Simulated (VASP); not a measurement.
# ZnS (P6_3mc) in VASP: settings compared

ZnS is run at these levels: PBE, r2SCAN; tasks: electric field gradients.

Program: VASP 6.6.1. These are calculated values, not measurements. Logs are shortened: lines on timing, memory, paths and dates and some standing lists are left out, and cuts for length are marked.

### Step 1. The cell of the first run

The structure is hexagonal, space group P6_3mc (No. 186). Conventional cell: a = 3.812 Å, b = 3.812 Å, c = 18.690 Å, α = 90.00°, β = 90.00°, γ = 120.00°. Zn (site symmetry 3m) has 4 S at 2.34 Å within 3.1 Å. Within 3.1 Å of Zn (site symmetry 3m) lie 4 S at 2.33 Å. Within 3.1 Å of Zn (site symmetry 3m) lie 4 S at 2.33 to 2.34 Å. Within 3.1 Å of S (site symmetry 3m) lie 4 Zn at 2.33 to 2.34 Å. S (site symmetry 3m) has 4 Zn at 2.33 Å within 3.1 Å. Within 3.1 Å of S (site symmetry 3m) lie 4 Zn at 2.34 Å.

### Step 2. Electric field gradients, PBE

The input, INCAR:

```
PREC = Accurate ; ENCUT = 400
EDIFF = 1E-8 ; ISMEAR = -1
SIGMA = 0.02 ; LREAL = False
LASPH = True ; NELM = 120
ALGO = Normal ; ISIF = 2
LWAVE = False ; LCHARG = False
GGA = PE ; LEFG = True
NBANDS = 66 ; GGA_COMPAT = False
```

The input, KPOINTS:

```
regular mesh
0
Gamma
  8 8 2
```

The input, POSCAR:

```
ZnS
1.0
    3.8120000000      0.0000000000      0.0000000000
   -1.9060000000      3.3012888392      0.0000000000
    0.0000000000      0.0000000000     18.6899900000
Zn S
6 6
Direct
    0.0000000000      0.0000000000      0.0000095315
    0.0000000000      0.0000000000      0.5000095315
    0.3333333333      0.6666666667      0.1667493155
    0.6666666667      0.3333333333      0.6667493155
    0.6666666667      0.3333333333      0.3332585095
    0.3333333333      0.6666666667      0.8332585095
    0.0000000000      0.0000000000      0.1251054012
    0.0000000000      0.0000000000      0.6251054012
    0.3333333333      0.6666666667      0.2916746837
    0.6666666667      0.3333333333      0.7916746837
    0.6666666667      0.3333333333      0.4582025586
    0.3333333333      0.6666666667      0.9582025586
```

Potentials or basis: VASP PAW PBE potentials, release 64 (Zn, S).

The run is started by

```
$ cat potpaw_PBE.64/Zn/POTCAR potpaw_PBE.64/S/POTCAR > POTCAR
$ mpirun -np 1 vasp_std > vasp.out
```

OUTCAR:

```text
PREC = Accurate
   ENCUT = 400
   EDIFF = 1E-8
   ISMEAR = -1
   LREAL = False
   LASPH = True
   NELM = 120
   ISIF = 2
   GGA = PE

 ion  position               nearest neighbor table
   1  0.000  0.000  0.000-  12 2.34  12 2.34  12 2.34   7 2.34
   2  0.000  0.000  0.500-  11 2.34  11 2.34  11 2.34   8 2.34
   3  0.333  0.667  0.167-   7 2.33   7 2.33   7 2.33   9 2.33
   4  0.667  0.333  0.667-   8 2.33   8 2.33   8 2.33  10 2.33
   5  0.667  0.333  0.333-   9 2.33   9 2.33   9 2.33  11 2.34
   6  0.333  0.667  0.833-  10 2.33  10 2.33  10 2.33  12 2.34
   7  0.000  0.000  0.125-   3 2.33   3 2.33   3 2.33   1 2.34
   8  0.000  0.000  0.625-   4 2.33   4 2.33   4 2.33   2 2.34
   9  0.333  0.667  0.292-   5 2.33   5 2.33   5 2.33   3 2.33
  10  0.667  0.333  0.792-   6 2.33   6 2.33   6 2.33   4 2.33
  11  0.667  0.333  0.458-   5 2.34   2 2.34   2 2.34   2 2.34
  12  0.333  0.667  0.958-   6 2.34   1 2.34   1 2.34   1 2.34

  LATTYP: Found a hexagonal cell.
 ALAT       =     3.8120000000
 C/A-ratio  =     4.9029354669

  Lattice vectors:

 A1 = (   3.8120000000,   0.0000000000,   0.0000000000)
 A2 = (  -1.9060000000,   3.3012888392,   0.0000000000)
 A3 = (   0.0000000000,   0.0000000000,  18.6899900000)

Analysis of symmetry for initial positions (statically):
=====================================================================
 Subroutine PRICEL returns:
 Original cell was already a primitive cell.

 Routine SETGRP: Setting up the symmetry group for a
 hexagonal supercell.

 Subroutine GETGRP returns: Found 12 space group operations
 (whereof  6 operations were pure point group operations)
 out of a pool of 24 trial point group operations.

The static configuration has the point symmetry C_3v.
 The point group associated with its full space group is C_6v.

Analysis of symmetry for dynamics (positions and initial velocities):
=====================================================================
 Subroutine PRICEL returns:
 Original cell was already a primitive cell.

 Routine SETGRP: Setting up the symmetry group for a
 hexagonal supercell.

 Subroutine GETGRP returns: Found 12 space group operations
 (whereof  6 operations were pure point group operations)
 out of a pool of 24 trial point group operations.

The dynamic configuration has the point symmetry C_3v.
 The point group associated with its full space group is C_6v.

 Subroutine INISYM returns: Found 12 space group operations
 (whereof  6 operations are pure point group operations),
 and found     1 'primitive' translations

----------------------------------------------------------------------------------------

                                     Primitive cell

  volume of cell :     235.2044

  direct lattice vectors                    reciprocal lattice vectors
     3.812000000  0.000000000  0.000000000     0.262329486  0.151455999  0.000000000
    -1.906000000  3.301288839  0.000000000     0.000000000  0.302911999  0.000000000
     0.000000000  0.000000000 18.689990000     0.000000000  0.000000000  0.053504577

  length of vectors
     3.812000000  3.812000000 18.689990000     0.302911999  0.302911999  0.053504577

  position of ions in fractional coordinates (direct lattice)
     0.000000000  0.000000000  0.000009531
     0.000000000  0.000000000  0.500009531
     0.333333333  0.666666667  0.166749315
     0.666666667  0.333333333  0.666749315
     0.666666667  0.333333333  0.333258509
     0.333333333  0.666666667  0.833258509
     0.000000000  0.000000000  0.125105401
     0.000000000  0.000000000  0.625105401
     0.333333333  0.666666667  0.291674684
     0.666666667  0.333333333  0.791674684
     0.666666667  0.333333333  0.458202559
     0.333333333  0.666666667  0.958202559

  ion indices of the primitive-cell ions
   primitive index   ion index
[... 100 lines left out ...]
  volume/ion in A,a.u.               =      19.60       132.27
  Fermi-wavevector in a.u.,A,eV,Ry     =   1.262993  2.386711 21.703349  1.595151
  Thomas-Fermi vector in A             =   2.396373
   LORBIT       =      0    0 simple, 1 ext, 2 COOP (PROOUT), +10 PAW based schemes
   GGA     = PE    functional components
   LHFCALC =     F    Hartree Fock is set to
   AEXX    =    0.0000 exact exchange contribution
   IVDW    =     0    specifies the selected vdW correction
   LEPSILON=     F    determine dielectric tensor
   LRPA    =     F    only Hartree local field effects (RPA)
 non-spin polarized calculation
  energy-cutoff  :      400.00
  volume of cell :      235.20
 maximum number of plane-waves:      4308
 NGX is ok and might be reduce to    28
   NGX = 13   NGY = 13   NGZ = 61

 number of electron     107.9999900 magnetization

 Free energy of the ion-electron system (eV)
  ---------------------------------------------------
  ext. energy  EPLUGINS =         0.00000000
  ---------------------------------------------------
  free energy    TOTEN  =       -41.04319192 eV

  energy without entropy =      -41.04319192  energy(sigma->0) =      -41.04319192

 E-fermi :   2.6135     XC(G=0):  -9.6585

 val. band max:        2.1727225141   @ k =   0.0000   0.0000   0.0000
 cond. band min:       4.3385085490   @ k =   0.0000   0.0000   0.0000
 fundamental gap:      2.1657860349
 Fermi energy:         2.6135282582

 k-point     1 :       0.0000    0.0000    0.0000
  band No.  band energies     occupation
      1     -11.0215      2.00000
      2     -10.8189      2.00000
      3     -10.8126      2.00000
      4     -10.3539      2.00000
      5     -10.3451      2.00000
      6     -10.0800      2.00000
[... 1369 lines left out ...]
     65       8.8003      0.00000
     66       8.8003      0.00000

------------------------ aborting loop because EDIFF is reached ----------------------------------------

  FORCE on cell =-STRESS in cart. coord.  units (eV):
  Direction    XX          YY          ZZ          XY          YZ          ZX
  --------------------------------------------------------------------------------------
  -------------------------------------------------------------------------------------
  Total        2.9649698      2.9649698      3.0537085      0.0000000      0.0000000      0.0000000
  in kB       20.1969302     20.1969302     20.8014052      0.0000000      0.0000000      0.0000000
  external PRESSURE =      20.3984219 kB  Pullay stress =       0.0000000 kB

 VOLUME and BASIS-vectors are now :
 -----------------------------------------------------------------------------
  energy-cutoff  :      400.00
  volume of cell :      235.20
      direct lattice vectors                 reciprocal lattice vectors
     3.812000000  0.000000000  0.000000000     0.262329486  0.151455999  0.000000000
    -1.906000000  3.301288839  0.000000000     0.000000000  0.302911999  0.000000000
     0.000000000  0.000000000 18.689990000     0.000000000  0.000000000  0.053504577

 POSITION                                       TOTAL-FORCE (eV/Angst)
 -----------------------------------------------------------------------------------
      0.00000      0.00000      0.00018        -0.000000     -0.000000     -0.001246
      0.00000      0.00000      9.34517         0.000000      0.000000     -0.001246
     -0.00000      2.20086      3.11654        -0.000000      0.000000      0.007039
      1.90600      1.10043     12.46154         0.000000     -0.000000      0.007039
      1.90600      1.10043      6.22860         0.000000      0.000000      0.003338
     -0.00000      2.20086     15.57359        -0.000000     -0.000000      0.003338
      0.00000      0.00000      2.33822        -0.000000     -0.000000      0.005368
      0.00000      0.00000     11.68321         0.000000      0.000000      0.005368
     -0.00000      2.20086      5.45140        -0.000000      0.000000     -0.005199
      1.90600      1.10043     14.79639         0.000000      0.000000     -0.005199
      1.90600      1.10043      8.56380        -0.000000      0.000000     -0.009300
     -0.00000      2.20086     17.90880        -0.000000     -0.000000     -0.009300
 -----------------------------------------------------------------------------------
    total drift:                               -0.000002     -0.000003      0.002425

  FREE ENERGIE OF THE ION-ELECTRON SYSTEM (eV)
  ---------------------------------------------------
  free  energy   TOTEN  =       -41.0431919241 eV

  energy  without entropy=      -41.0431919241  energy(sigma->0) =      -41.04319192

 Electric field gradients (V/A^2)
---------------------------------------------------------------------
 ion       V_xx      V_yy      V_zz      V_xy      V_xz      V_yz
---------------------------------------------------------------------
   1       0.320     0.322    -0.642     0.001    -0.000     0.000
   2       0.320     0.322    -0.642     0.001     0.000    -0.000
   3      -0.383    -0.376     0.759     0.006     0.000    -0.000
   4      -0.383    -0.376     0.759     0.006    -0.000     0.000
   5      -0.261    -0.255     0.516     0.006     0.000    -0.000
   6      -0.261    -0.255     0.516     0.006    -0.000     0.000
   7      -0.802    -0.802     1.604     0.001    -0.000     0.000
   8      -0.802    -0.802     1.604     0.001     0.000    -0.000
   9      -0.037    -0.037     0.074    -0.000    -0.000     0.000
  10      -0.037    -0.037     0.074    -0.000     0.000    -0.000
  11      -0.355    -0.355     0.710    -0.000     0.000    -0.000
  12      -0.355    -0.355     0.710    -0.000    -0.000     0.000
---------------------------------------------------------------------

 Electric field gradients after diagonalization (V/A^2)
 (convention: |V_zz| > |V_xx| > |V_yy|)
----------------------------------------------------------------------
 ion       V_xx      V_yy      V_zz     asymmetry (V_yy - V_xx)/ V_zz
----------------------------------------------------------------------
   1       0.322     0.320    -0.642       0.004
   2       0.322     0.320    -0.642       0.004
   3      -0.386    -0.373     0.759       0.017
   4      -0.386    -0.373     0.759       0.017
   5      -0.265    -0.252     0.516       0.025
   6      -0.265    -0.252     0.516       0.025
   7      -0.803    -0.802     1.604       0.001
   8      -0.803    -0.802     1.604       0.001
   9      -0.037    -0.036     0.074       0.013
  10      -0.037    -0.036     0.074       0.013
  11      -0.356    -0.355     0.710       0.001
  12      -0.356    -0.355     0.710       0.001
----------------------------------------------------------------------

           NMR quadrupolar parameters

 Cq : quadrupolar parameter    Cq=e*Q*V_zz/h
 eta: asymmetry parameters     (V_yy - V_xx)/ V_zz
 Q  : nuclear electric quadrupole moment in mb (millibarn)
----------------------------------------------------------------------
 ion       Cq(MHz)       eta       Q (mb)
----------------------------------------------------------------------
   1      -0.002       0.004       1.000
   2      -0.002       0.004       1.000
   3       0.002       0.017       1.000
   4       0.002       0.017       1.000
   5       0.001       0.025       1.000
   6       0.001       0.025       1.000
   7       0.004       0.001       1.000
   8       0.004       0.001       1.000
   9       0.000       0.013       1.000
  10       0.000       0.013       1.000
  11       0.002       0.001       1.000
  12       0.002       0.001       1.000
----------------------------------------------------------------------
```

It took 10 min on 1 thread of Intel Xeon 8259CL, shared host; peak memory 0.38 GiB.

Results:

| Property | Result |
| --- | --- |
| Free energy | -41.0432 eV |
| Pressure | 2.0 GPa |
| Largest force | 0.009 eV/Å |
| Band gap on the k mesh | 2.17 eV |
| Largest electric field gradient by atom | Zn -0.6, +0.8, +0.5 (each value once); S +1.6, +0.1, +0.7 (each value once) V/Å² |

Forces on the atoms (eV/Å):
```
Zn   0.000  0.000 -0.001
Zn   0.000  0.000 -0.001
Zn   0.000  0.000  0.007
Zn   0.000  0.000  0.007
Zn   0.000  0.000  0.003
Zn   0.000  0.000  0.003
S    0.000  0.000  0.005
S    0.000  0.000  0.005
S    0.000  0.000 -0.005
S    0.000  0.000 -0.005
S    0.000  0.000 -0.009
S    0.000  0.000 -0.009
```

Electric field gradients, principal values (V/Å²):
| atom | least | middle | greatest (by size) |
| --- | --- | --- | --- |
| 1 Zn | 0.320 | 0.322 | -0.642 |
| 2 Zn | 0.320 | 0.322 | -0.642 |
| 3 Zn | -0.373 | -0.386 | 0.759 |
| 4 Zn | -0.373 | -0.386 | 0.759 |
| 5 Zn | -0.252 | -0.265 | 0.516 |
| 6 Zn | -0.252 | -0.265 | 0.516 |
| 7 S | -0.802 | -0.803 | 1.604 |
| 8 S | -0.802 | -0.803 | 1.604 |
| 9 S | -0.036 | -0.037 | 0.074 |
| 10 S | -0.036 | -0.037 | 0.074 |
| 11 S | -0.355 | -0.356 | 0.710 |
| 12 S | -0.355 | -0.356 | 0.710 |

Caveat: without QUAD_EFG the Cq values of the log hold for a quadrupole moment of 1 mb, not for the nuclei. A k mesh can miss the band edges.

[end of part 1 of 2]
